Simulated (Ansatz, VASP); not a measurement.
# Two plane-wave programs on BaHfO3

```
CELL_PARAMETERS angstrom
4.16957 0.00000 0.00000
0.00000 4.16957 0.00000
0.00000 0.00000 4.17038
ATOMIC_POSITIONS crystal
Ba 0.47641 0.51609 0.02329
Hf 0.98136 0.01314 0.51783
O 0.99085 0.51389 0.51661
O 0.48153 0.00880 0.50210
O 0.96964 0.01595 0.01522
```

Alike in both runs: task single point; functional PBE; k mesh 4 × 4 × 4; no spin polarisation.

|  | VASP | Ansatz |
| --- | --- | --- |
| version | VASP 6.6.1 | Ansatz 0.2.0 |
| potentials or method | VASP PAW PBE potentials, release 64 (Ba_sv, Hf_pv, O), cutoff 520 eV | plane waves, PAW |
| occupations | gaussian, width 0.01 eV | fixed |
| valence electrons in the cell | 38 | 54 |

Ansatz gave:

| Item | Value |
| --- | --- |
| rms of the force components (eV/Å) | 0.073 |

Q: What did VASP give for the same quantities?

A: rms of the force components (eV/Å): 0.084.

Atom by atom the forces differ by 0.014 eV/Å (rms over components). VASP's potentials hold 38 valence electrons a cell and Ansatz's 54, so a difference there can come from the potentials and not from the codes.

Spin-orbit coupling is off throughout.
